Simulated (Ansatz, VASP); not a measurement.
HfN: VASP beside Ansatz

```xyz
2
Lattice="0.0000 2.2590 2.2590 2.2590 0.0000 2.2590 2.2590 2.2590 0.0000" Properties=species:S:1:pos:R:3 pbc="T T T"
Hf    0.0000    0.0000    0.0000
N     2.2590    2.2590    2.2590
```

Alike in both runs: task single point; functional r2SCAN; k mesh 18 × 18 × 18; occupations gaussian, width 0.15 eV; no spin polarisation.

```csv
,VASP,Ansatz
version,VASP 6.6.1,Ansatz 0.2.0
potentials or method,"VASP PAW PBE potentials, release 64 (Hf_pv, N), cutoff 520 eV","scalar-relativistic, plane waves, PAW"
valence electrons in the cell,15,31
```

VASP gave:

- gap on the k mesh at the Fermi level (eV): none
- pressure (GPa): -1.3

Question: What did Ansatz give for the same quantities?

Answer: gap on the k mesh at the Fermi level (eV): none; pressure (GPa): 1.4.

VASP's potentials were made for PBE, not for r2SCAN. A gap of «none» marks a metal or a gap that the smearing closes. The functional is the same, so the differences come from potentials, cutoffs and numerics. VASP's potentials hold 15 valence electrons a cell and Ansatz's 31, so a difference there can come from the potentials and not from the codes.

Spin-orbit coupling is off throughout.
